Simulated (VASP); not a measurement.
# K (Im-3m) in VASP: single point with LDA

Aim: the single point of K with LDA.

Everything below comes from runs of VASP 6.6.1. Logs are shortened: lines on timing, memory, paths and dates and some standing lists are left out, and cuts for length are marked.

## (1) The cell of the first run

Symmetry: Im-3m, No. 229, cubic system. The conventional cell has a = 5.236 Å, b = 5.236 Å, c = 5.236 Å, α = 90.00°, β = 90.00°, γ = 90.00°.

## (2) Single point, LDA

Input file INCAR:

```
SYSTEM = K
PREC = Accurate ; ENCUT = 520
EDIFF = 1E-6 ; ISMEAR = -1
SIGMA = 0.08 ; LREAL = .FALSE.
LASPH = .TRUE. ; NELM = 80
ALGO = Normal ; ISIF = 2
LWAVE = .FALSE. ; LCHARG = .FALSE.
NBANDS = 10
```

Input file KPOINTS:

```
Automatic mesh
0
G
  10 10 10
  0 0 0
```

Input file POSCAR:

```
K
1.0
   -2.6180000000      2.6180000000      2.6180000000
    2.6180000000     -2.6180000000      2.6180000000
    2.6180000000      2.6180000000     -2.6180000000
K
1
Direct
    0.0000000000      0.0000000000      0.0000000000
```

Potentials or basis: VASP PAW LDA potentials, release 64 (K_sv).

On the command line:

```bash
cat potpaw_LDA.64/K_sv/POTCAR > POTCAR
mpirun -np 1 vasp_std > vasp.out
```

OUTCAR:

```text
SYSTEM = K
   PREC = Accurate
   ENCUT = 520
   EDIFF = 1E-6
   ISMEAR = -1
   LREAL = .FALSE.
   LASPH = .TRUE.
   NELM = 80
   ISIF = 2

 ion  position               nearest neighbor table
   1  0.000  0.000  0.000-

  LATTYP: Found a body centered cubic cell.
 ALAT       =     5.2360000000

  Lattice vectors:

 A1 = (  -2.6180000000,   2.6180000000,   2.6180000000)
 A2 = (   2.6180000000,  -2.6180000000,   2.6180000000)
 A3 = (   2.6180000000,   2.6180000000,  -2.6180000000)

Analysis of symmetry for initial positions (statically):
=====================================================================
 Subroutine PRICEL returns:
 Original cell was already a primitive cell.

 Routine SETGRP: Setting up the symmetry group for a
 body centered cubic supercell.

 Subroutine GETGRP returns: Found 48 space group operations
 (whereof 48 operations were pure point group operations)
 out of a pool of 48 trial point group operations.

The static configuration has the point symmetry O_h .

Analysis of symmetry for dynamics (positions and initial velocities):
=====================================================================
 Subroutine PRICEL returns:
 Original cell was already a primitive cell.

 Routine SETGRP: Setting up the symmetry group for a
 body centered cubic supercell.

 Subroutine GETGRP returns: Found 48 space group operations
 (whereof 48 operations were pure point group operations)
 out of a pool of 48 trial point group operations.

The dynamic configuration has the point symmetry O_h .

 Subroutine INISYM returns: Found 48 space group operations
 (whereof 48 operations are pure point group operations),
 and found     1 'primitive' translations

----------------------------------------------------------------------------------------

                                     Primitive cell

  volume of cell :      71.7743

  direct lattice vectors                    reciprocal lattice vectors
    -2.618000000  2.618000000  2.618000000     0.000000000  0.190985485  0.190985485
     2.618000000 -2.618000000  2.618000000     0.190985485  0.000000000  0.190985485
     2.618000000  2.618000000 -2.618000000     0.190985485  0.190985485  0.000000000

  length of vectors
     4.534509014  4.534509014  4.534509014     0.270094263  0.270094263  0.270094263

  position of ions in fractional coordinates (direct lattice)
     0.000000000  0.000000000  0.000000000

  ion indices of the primitive-cell ions
   primitive index   ion index
                 1           1

----------------------------------------------------------------------------------------

 KPOINTS: Automatic mesh

Automatic generation of k-mesh.
 Grid dimensions read from file:
 generate k-points for:   10   10   10

 Generating k-lattice:

  Cartesian coordinates                     Fractional coordinates (reciprocal lattice)
     0.000000000  0.019098549  0.019098549     0.100000000  0.000000000  0.000000000
     0.019098549  0.000000000  0.019098549     0.000000000  0.100000000  0.000000000
     0.019098549  0.019098549  0.000000000     0.000000000  0.000000000  0.100000000

  Length of vectors
     0.027009426  0.027009426  0.027009426

  Shift w.r.t. Gamma in fractional coordinates (k-lattice)
     0.000000000  0.000000000  0.000000000

 Subroutine IBZKPT returns following result:
 ===========================================

 Found     47 irreducible k-points:

 Following reciprocal coordinates:
            Coordinates               Weight
  0.000000  0.000000  0.000000      1.000000
  0.100000  0.000000  0.000000     12.000000
  0.200000  0.000000  0.000000     12.000000
  0.300000  0.000000  0.000000     12.000000
  0.400000  0.000000  0.000000     12.000000
  0.500000  0.000000  0.000000      6.000000
[... 16 lines left out ...]
  0.300000  0.300000  0.100000      8.000000
 -0.300000  0.300000  0.100000     24.000000
 [... further k-points ...]
   k-points           NKPTS =     47   k-points in BZ     NKDIM =     47   number of bands    NBANDS=     10
   number of dos      NEDOS =    301   number of ions     NIONS =      1
   total plane-waves  NPLWV =  46656
   dimension x,y,z NGX =    36 NGY =   36 NGZ =   36
   dimension x,y,z NGXF=    72 NGYF=   72 NGZF=   72
   ions per type =               1
   NGX,Y,Z   is equivalent  to a cutoff of  13.20, 13.20, 13.20 a.u.
   NGXF,Y,Z  is equivalent  to a cutoff of  26.40, 26.40, 26.40 a.u.
 SYSTEM =  K
   PREC   = accura    normal or accurate (medium, high low for compatibility)
   ISTART =      0    job   : 0-new  1-cont  2-samecut
   ICHARG =      2    charge: 1-file 2-atom 10-const
   ISPIN  =      1    spin polarized calculation?
   LNONCOLLINEAR =      F non collinear calculations
   LSORBIT =      F    spin-orbit coupling
   LASPH  =      T    aspherical Exc in radial PAW
   ENCUT  =  520.0 eV  38.22 Ry    6.18 a.u.   8.43  8.43  8.43*2*pi/ulx,y,z
   NELM   =     80;   NELMIN=  2; NELMDL= -5     # of ELM steps
   EDIFF  = 0.1E-05   stopping-criterion for ELM
   LREAL  =      F    real-space projection
   EDIFFG = 0.1E-04   stopping-criterion for IOM
   NSW    =      0    number of steps for IOM
   IBRION =     -1    ionic relax: 0-MD 1-quasi-New 2-CG
   NFREE  =      0    steps in history (QN), initial steepest desc. (CG)
   ISIF   =      2    stress and relaxation
   ISYM   =      2    0-nonsym 1-usesym 2-fastsym
   POTIM  = 0.5000    time-step for ionic-motion
   TEBEG  =    0.0;   TEEND  =   0.0 temperature during run
   PSTRESS=    0.0 pullay stress
   NELECT =       9.0000    total number of electrons
   NUPDOWN=      -1.0000    fix difference up-down
   EMIN   =  10.00;   EMAX   =-10.00  energy-range for DOS
   EFERMI =   0.00;   METHOD = LEGACY
   ISMEAR =    -1;   SIGMA  =   0.08  broadening in eV -4-tet -1-fermi 0-gaus
   EFERMI_NEDOS =   21; number of points for ismear=-14 and -15
   IALGO  =     38    algorithm
   IMIX   =      4    mixing-type and parameters
     AMIX     =   0.40;   BMIX     =  1.00
     AMIX_MAG =   1.60;   BMIX_MAG =  1.00
  volume/ion in A,a.u.               =      71.77       484.36
  Fermi-wavevector in a.u.,A,eV,Ry     =   0.819406  1.548454  9.135317  0.671427
  Thomas-Fermi vector in A             =   1.930206
   LORBIT       =      0    0 simple, 1 ext, 2 COOP (PROOUT), +10 PAW based schemes
   GGA     = CA    functional components
   LHFCALC =     F    Hartree Fock is set to
   AEXX    =    0.0000 exact exchange contribution
   IVDW    =     0    specifies the selected vdW correction
   LEPSILON=     F    determine dielectric tensor
   LRPA    =     F    only Hartree local field effects (RPA)
 non-spin polarized calculation
  energy-cutoff  :      520.00
  volume of cell :       71.77
 maximum number of plane-waves:      1961
 NGX is ok and might be reduce to    36
   NGX = 17   NGY = 17   NGZ = 17

 number of electron       9.0000001 magnetization

 Free energy of the ion-electron system (eV)
  ---------------------------------------------------
  ext. energy  EPLUGINS =         0.00000000
  ---------------------------------------------------
  free energy    TOTEN  =        -1.16085467 eV

  energy without entropy =       -1.14264199  energy(sigma->0) =       -1.15174833

 E-fermi :  -0.2566     XC(G=0):  -5.9327

 val. band max:       -0.2651756351   @ k =   0.3000   0.2000  -0.0000
 cond. band min:      -0.1669986025   @ k =  -0.4000   0.4000   0.2000
 fundamental gap:      0.0981770325
 Fermi energy:        -0.2565644371

 k-point     1 :       0.0000    0.0000    0.0000
  band No.  band energies     occupation
      1     -32.0613      2.00000
      2     -15.7393      2.00000
      3     -15.7393      2.00000
      4     -15.7393      2.00000
      5      -2.4561      2.00000
      6       3.9244      0.00000
      7       3.9244      0.00000
      8       3.9244      0.00000
      9       4.8751      0.00000
     10       4.8751      0.00000

 k-point     2 :       0.1000    0.0000    0.0000
  band No.  band energies     occupation
      1     -32.0608      2.00000
      2     -15.7467      2.00000
      3     -15.7418      2.00000
      4     -15.7393      2.00000
      5      -2.3287      2.00000
      6       3.7465      0.00000
      7       3.7749      0.00000
      8       4.0270      0.00000
      9       4.6884      0.00000
     10       4.8512      0.00000

 k-point     3 :       0.2000    0.0000    0.0000
  band No.  band energies     occupation
      1     -32.0595      2.00000
      2     -15.7662      2.00000
      3     -15.7482      2.00000
      4     -15.7392      2.00000
      5      -1.9550      2.00000
      6       3.0865      0.00000
      7       3.4494      0.00000
      8       4.3304      0.00000
      9       4.6410      0.00000
     10       4.8335      0.00000

 k-point     4 :       0.3000    0.0000    0.0000
  band No.  band energies     occupation
      1     -32.0580      2.00000
      2     -15.7899      2.00000
      3     -15.7562      2.00000
      4     -15.7392      2.00000
      5      -1.3611      2.00000
      6       2.2060      0.00000
      7       3.1280      0.00000
      8       4.7084      0.00000
      9       4.8215      0.00000
     10       4.9101      0.00000
[... 222 lines left out ...]
 k-point    22 :      -0.2000    0.2000    0.1000
  band No.  band energies     occupation
      1     -32.0591      2.00000
      2     -15.7661      2.00000
      3     -15.7509      2.00000
      4     -15.7453      2.00000
      5      -1.8325      2.00000
      6       3.1278      0.00000
      7       3.4357      0.00000
      8       4.0065      0.00000
      9       4.3442      0.00000
     10       5.2109      0.00000

 k-point    23 :       0.3000    0.3000    0.1000
  band No.  band energies     occupation
      1     -32.0560      2.00000
      2     -15.7874      2.00000
      3     -15.7874      2.00000
      4     -15.7551      2.00000
      5       1.0209      0.00000
      6       1.0209      0.00000
      7       1.3223      0.00000
      8       3.4707      0.00000
      9       5.3091      0.00000
     10       5.3091      0.00000

 k-point    24 :      -0.3000    0.3000    0.1000
  band No.  band energies     occupation
      1     -32.0576      2.00000
      2     -15.7889      2.00000
      3     -15.7590      2.00000
      4     -15.7450      2.00000
      5      -1.2444      1.99999
      6       2.2570      0.00000
      7       3.1471      0.00000
      8       4.0608      0.00000
      9       4.8212      0.00000
     10       5.2244      0.00000

 [... further k-points ...]

------------------------ aborting loop because EDIFF is reached ----------------------------------------

  FORCE on cell =-STRESS in cart. coord.  units (eV):
  Direction    XX          YY          ZZ          XY          YZ          ZX
  --------------------------------------------------------------------------------------
  -------------------------------------------------------------------------------------
  Total       -0.1838691     -0.1838691     -0.1838691      0.0000000      0.0000000      0.0000000
  in kB       -4.1044063     -4.1044063     -4.1044063      0.0000000      0.0000000      0.0000000
  external PRESSURE =      -4.1044063 kB  Pullay stress =       0.0000000 kB

 VOLUME and BASIS-vectors are now :
 -----------------------------------------------------------------------------
  energy-cutoff  :      520.00
  volume of cell :       71.77
      direct lattice vectors                 reciprocal lattice vectors
    -2.618000000  2.618000000  2.618000000     0.000000000  0.190985485  0.190985485
     2.618000000 -2.618000000  2.618000000     0.190985485  0.000000000  0.190985485
     2.618000000  2.618000000 -2.618000000     0.190985485  0.190985485  0.000000000

 POSITION                                       TOTAL-FORCE (eV/Angst)
 -----------------------------------------------------------------------------------
      0.00000      0.00000      0.00000        -0.000000     -0.000000      0.000000
 -----------------------------------------------------------------------------------
    total drift:                               -0.000000     -0.000000      0.000000

  FREE ENERGIE OF THE ION-ELECTRON SYSTEM (eV)
  ---------------------------------------------------
  free  energy   TOTEN  =        -1.1608546691 eV

  energy  without entropy=       -1.1426419944  energy(sigma->0) =       -1.15174833
```

It took 12 s on 1 thread of AMD EPYC 9R45 (Zen 5), shared host; peak memory 0.15 GiB.

What came out:

* Free energy: -1.1609 eV
* Pressure: -0.4 GPa
